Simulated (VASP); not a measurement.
# As (R-3m) in VASP: notebook, part 3 of 3

VASP 6.6.1. The steps go on from the part before.

**4. Single point, LDA**

This run uses another cell than the first one, of 20.67 Å³/atom, 0.923 times its volume.

The input, INCAR:

```
  PREC = Accurate
  ENCUT = 600
  EDIFF = 1E-6
  ISMEAR = -1
  SIGMA = 0.05
  LREAL = False
  LASPH = True
  NELM = 120
  ALGO = Normal
  ISIF = 2
  LWAVE = False
  LCHARG = True
  GGA = CA
  LELF = True
  LVHAR = True
  NBANDS = 22
  GGA_COMPAT = False
```

The input, KPOINTS:

```
regular mesh
0
Gamma
  9 9 9
```

The input, POSCAR:

```
As
1.0
    1.8553776084      1.0712027616      3.4665688483
   -1.8553776084      1.0712027616      3.4665688483
    0.0000000000     -2.1424055233      3.4665688483
As
2
Direct
    0.2260000000      0.2260000000      0.2260000000
    0.7740000000      0.7740000000      0.7740000000
```

Potentials or basis: VASP PAW LDA potentials, release 64 (As_d).

Command:

```sh
> cat potpaw_LDA.64/As_d/POTCAR > POTCAR
> mpirun -np 1 vasp_std > vasp.out
```

OUTCAR:

```text
PREC = Accurate
   ENCUT = 600
   EDIFF = 1E-6
   ISMEAR = -1
   LREAL = False
   LASPH = True
   NELM = 120
   ISIF = 2
   GGA = CA

 ion  position               nearest neighbor table
   1  0.226  0.226  0.226-   2 2.47   2 2.47   2 2.47
   2  0.774  0.774  0.774-   1 2.47   1 2.47   1 2.47

  LATTYP: Found a trigonal (rhomboedric) cell.
 ALAT       =     4.0751688316
 COS(alpha) =     0.5854247172

  Lattice vectors:

 A1 = (   1.8553776084,   1.0712027616,   3.4665688483)
 A2 = (  -1.8553776084,   1.0712027616,   3.4665688483)
 A3 = (   0.0000000000,  -2.1424055233,   3.4665688483)

Analysis of symmetry for initial positions (statically):
=====================================================================
 Subroutine PRICEL returns:
 Original cell was already a primitive cell.

 Routine SETGRP: Setting up the symmetry group for a
 trigonal (rhombohedral) supercell.

 Subroutine GETGRP returns: Found 12 space group operations
 (whereof 12 operations were pure point group operations)
 out of a pool of 12 trial point group operations.

The static configuration has the point symmetry D_3d.

Analysis of symmetry for dynamics (positions and initial velocities):
=====================================================================
 Subroutine PRICEL returns:
 Original cell was already a primitive cell.

 Routine SETGRP: Setting up the symmetry group for a
 trigonal (rhombohedral) supercell.

 Subroutine GETGRP returns: Found 12 space group operations
 (whereof 12 operations were pure point group operations)
 out of a pool of 12 trial point group operations.

The dynamic configuration has the point symmetry D_3d.

 Subroutine INISYM returns: Found 12 space group operations
 (whereof 12 operations are pure point group operations),
[... 102 lines left out ...]
   ISIF   =      2    stress and relaxation
   ISYM   =      2    0-nonsym 1-usesym 2-fastsym
   POTIM  = 0.5000    time-step for ionic-motion
   TEBEG  =    0.0;   TEEND  =   0.0 temperature during run
   PSTRESS=    0.0 pullay stress
   NELECT =      30.0000    total number of electrons
   NUPDOWN=      -1.0000    fix difference up-down
   EMIN   =  10.00;   EMAX   =-10.00  energy-range for DOS
   EFERMI =   0.00;   METHOD = LEGACY
   ISMEAR =    -1;   SIGMA  =   0.05  broadening in eV -4-tet -1-fermi 0-gaus
   EFERMI_NEDOS =   21; number of points for ismear=-14 and -15
   IALGO  =     38    algorithm
   IMIX   =      4    mixing-type and parameters
     AMIX     =   0.40;   BMIX     =  1.00
     AMIX_MAG =   1.60;   BMIX_MAG =  1.00
  volume/ion in A,a.u.               =      20.67       139.48
  Fermi-wavevector in a.u.,A,eV,Ry     =   1.471172  2.780113 29.447744  2.164348
  Thomas-Fermi vector in A             =   2.586340
   LORBIT       =      0    0 simple, 1 ext, 2 COOP (PROOUT), +10 PAW based schemes
   GGA     = CA    functional components
   LHFCALC =     F    Hartree Fock is set to
   AEXX    =    0.0000 exact exchange contribution
   IVDW    =     0    specifies the selected vdW correction
   LEPSILON=     F    determine dielectric tensor
   LRPA    =     F    only Hartree local field effects (RPA)
 non-spin polarized calculation
  energy-cutoff  :      600.00
  volume of cell :       41.34
 maximum number of plane-waves:      1409
 NGX is ok and might be reduce to    36
   NGX = 17   NGY = 17   NGZ = 17

 number of electron      29.9999996 magnetization

 Free energy of the ion-electron system (eV)
  ---------------------------------------------------
  ext. energy  EPLUGINS =         0.00000000
  ---------------------------------------------------
  free energy    TOTEN  =       -10.75893166 eV

  energy without entropy =      -10.75741403  energy(sigma->0) =      -10.75817285

 E-fermi :   4.1632     XC(G=0): -11.1894

 val. band max:        4.1548313996   @ k =   0.4444   0.3333   0.3333
 cond. band min:       4.4045272389   @ k =   0.4444   0.1111   0.1111
 fundamental gap:      0.2496958393
 Fermi energy:         4.1632171961

 k-point     1 :       0.0000    0.0000    0.0000
  band No.  band energies     occupation
      1     -32.3249      2.00000
      2     -32.3249      2.00000
      3     -32.2712      2.00000
      4     -32.2712      2.00000
      5     -32.2362      2.00000
      6     -32.1905      2.00000
[... 589 lines left out ...]
     21      15.8805      0.00000
     22      17.2704      0.00000

 [... further k-points ...]
[... 5 lines left out ...]
  --------------------------------------------------------------------------------------
  -------------------------------------------------------------------------------------
  Total        0.6970175      0.6970175      0.2282536      0.0000000     -0.0000000      0.0000000
  in kB       27.0146415     27.0146415      8.8465320      0.0000000     -0.0000000      0.0000000
  external PRESSURE =      20.9586050 kB  Pullay stress =       0.0000000 kB

 VOLUME and BASIS-vectors are now :
 -----------------------------------------------------------------------------
  energy-cutoff  :      600.00
  volume of cell :       41.34
      direct lattice vectors                 reciprocal lattice vectors
     1.855377608  1.071202762  3.466568848     0.269486922  0.155588347  0.096156559
    -1.855377608  1.071202762  3.466568848    -0.269486922  0.155588347  0.096156559
     0.000000000 -2.142405523  3.466568848     0.000000000 -0.311176693  0.096156559

 POSITION                                       TOTAL-FORCE (eV/Angst)
 -----------------------------------------------------------------------------------
      0.00000     -0.00000      2.35033         0.000000     -0.000000      0.581024
      0.00000     -0.00000      8.04937         0.000000      0.000000     -0.581024
 -----------------------------------------------------------------------------------
    total drift:                               -0.000000      0.000000     -0.000000

  FREE ENERGIE OF THE ION-ELECTRON SYSTEM (eV)
  ---------------------------------------------------
  free  energy   TOTEN  =       -10.7589316612 eV

  energy  without entropy=      -10.7574140310  energy(sigma->0) =      -10.75817285
```

stdout:

```text
POSCAR found type information on POSCAR As
 POSCAR found :  1 types and       2 ions
 scaLAPACK will be used
 LDA part: xc-table for (Slater(with rela. corr.)+CA(PZ))
 , standard interpolation
 POSCAR, INCAR and KPOINTS ok, starting setup
 FFT: planning ... GRIDC
 FFT: planning ... GRID_SOFT
 FFT: planning ... GRID
 WAVECAR not read
 entering main loop
```

Run time: 45 s. Hardware: 1 thread of Intel Xeon 6975P-C (Granite Rapids), shared host; peak memory 0.21 GiB.

Results:

```yaml
Free_energy: -10.7589 eV
Pressure: 2.1 GPa
Largest_force: 0.581 eV/Å
Band_gap_on_the_k_mesh: zero (band 15 reaches 4.15 eV, above the bottom of band 16 at 4.05 eV)
```

Forces on the atoms (eV/Å):
```
As   0.000  0.000  0.581
As   0.000  0.000 -0.581
```

Levels at points of the mesh, in eV from the Fermi level:
```
           k point  band 13  band 14  band 15  band 16  band 17  band 18
(0.00, 0.00, 0.00)    -2.63    -2.13    -2.13     1.55     2.92     2.92
```

**5. Single point, PBE**

This run uses another cell than the first one, of 21.53 Å³/atom, 0.962 times its volume.

The input, INCAR:

```
SYSTEM = As
  PREC = Accurate
  ENCUT = 600
  EDIFF = 1E-6
  ISMEAR = 0
  SIGMA = 0.011
  LREAL = .False.
  LASPH = .True.
  NELM = 120
  ALGO = Normal
  ISIF = 2
  LWAVE = .False.
  LCHARG = .False.
  GGA = PE
  NBANDS = 22
  GGA_COMPAT = .False.
```

The input, KPOINTS:

```
regular mesh
0
Gamma
  9 9 9
  0 0 0
```

The input, POSCAR:

```
As
1.0
    1.8807968987      1.0858785957      3.5140619945
   -1.8807968987      1.0858785957      3.5140619945
    0.0000000000     -2.1717571915      3.5140619945
As
2
Direct
    0.2260000000      0.2260000000      0.2260000000
    0.7740000000      0.7740000000      0.7740000000
```

Potentials or basis: VASP PAW PBE potentials, release 64 (As_d).

Command:

```sh
> cat potpaw_PBE.64/As_d/POTCAR > POTCAR
> mpirun -np 1 vasp_std > vasp.out
```

Wall time 68 s (1 thread of AMD EPYC 9R45 (Zen 5), shared host); peak memory 0.21 GiB.

Results (log left out):

```
Free energy            : -9.3406 eV
Pressure               : 3.8 GPa
Largest force          : 0.445 eV/Å
Band gap on the k mesh : zero (band 15 reaches 3.83 eV, above the bottom of band 16 at 3.73 eV)
```

Forces in eV/Å, atoms in the order of the input:
```
As   0.000  0.000  0.445
As   0.000  0.000 -0.445
```

Stress tensor (GPa, compression positive):
```
3.91 0.00 0.00
0.00 3.91 0.00
0.00 0.00 3.44
```

Levels at points of the mesh, in eV from the Fermi level:
```tsv
k point	band 13	band 14	band 15	band 16	band 17	band 18
(0.00, 0.00, 0.00)	-2.47	-2.04	-2.04	1.60	2.91	2.91
```

**6. Single point, LDA**

This run uses another cell than the first one, of 21.96 Å³/atom, 0.981 times its volume.

The input, INCAR:

```
ALGO     = Normal         # electronic algorithm
EDIFF    = 1E-6           # SCF threshold, eV
ENCUT    = 600            # plane-wave cutoff, eV
GGA_COMPAT= F            
ISIF     = 2              # what is computed and relaxed
ISMEAR   = -1             # smearing method
LASPH    = T              # aspherical terms in the spheres
LCHARG   = F              # write CHGCAR
LREAL    = F              # projectors in reciprocal space
LWAVE    = F              # write WAVECAR
NBANDS   = 22             # bands
NELM     = 120            # most SCF steps
PREC     = Accurate       # precision mode
SIGMA    = 0.05           # smearing width, eV
```

The input, KPOINTS:

```
k-points
0
Gamma
  9 9 9
```

The input, POSCAR:

```
As
1.0
    1.8932528703      1.0930700543      3.5373346065
   -1.8932528703      1.0930700543      3.5373346065
    0.0000000000     -2.1861401086      3.5373346065
As
2
Direct
    0.2260000000      0.2260000000      0.2260000000
    0.7740000000      0.7740000000      0.7740000000
```

Potentials or basis: VASP PAW LDA potentials, release 64 (As_d).

Command:

```sh
> cat potpaw_LDA.64/As_d/POTCAR > POTCAR
> mpirun -np 1 vasp_std > vasp.out
```

Wall time 61 s (1 thread of AMD EPYC 9R45 (Zen 5), shared host); peak memory 0.19 GiB.

It converged, with:

- Free energy: -10.7553 eV
- Pressure: -2.6 GPa
- Largest force: 0.169 eV/Å
- Band gap on the k mesh: zero (band 15 reaches 3.52 eV, above the bottom of band 16 at 3.42 eV)

Forces on the atoms (eV/Å):
```
As   0.000  0.000  0.169
As   0.000  0.000 -0.169
```

Levels at points of the mesh, in eV from the Fermi level:
| k point | band 13 | band 14 | band 15 | band 16 | band 17 | band 18 |
| --- | --- | --- | --- | --- | --- | --- |
| (0.00, 0.00, 0.00) | -2.35 | -1.92 | -1.92 | 1.62 | 2.90 | 2.90 |

**7. Summary**

| level | potentials or basis | cell | smearing | gap on the mesh (eV) | pressure (GPa) | largest force (eV/Å) |
| --- | --- | --- | --- | --- | --- | --- |
| PBEsol | VASP PAW PBE potentials, release 64 (As_d) | a = 4.185 Å, angles 54.2°, 2 atoms | fermi-dirac 0.05 eV | none | -2.5 | 0.12 |
| revPBE+D4 | VASP PAW PBE potentials, release 64 (As_d) | a = 3.952 Å, angles 56.9°, 2 atoms | fermi-dirac 0.05 eV | 0.04 | 0.1 | - |
| LDA | VASP PAW LDA potentials, release 64 (As_d) | a = 4.075 Å, angles 54.2°, 2 atoms | fermi-dirac 0.05 eV | none | 2.1 | 0.58 |
| PBE | VASP PAW PBE potentials, release 64 (As_d) | a = 4.131 Å, angles 54.2°, 2 atoms | gaussian 0.011 eV | none | 3.8 | 0.45 |
| LDA | VASP PAW LDA potentials, release 64 (As_d) | a = 4.158 Å, angles 54.2°, 2 atoms | fermi-dirac 0.05 eV | none | -2.6 | 0.17 |

Alike in all rows: task single point; no spin polarisation; k mesh 9 × 9 × 9; cutoff (eV) 600.

Caveats: the PAW data sets were made with another functional, which shifts forces and pressure a little (some runs).

Total energies depend on the potentials used, so only differences within one code and one set of settings carry meaning.
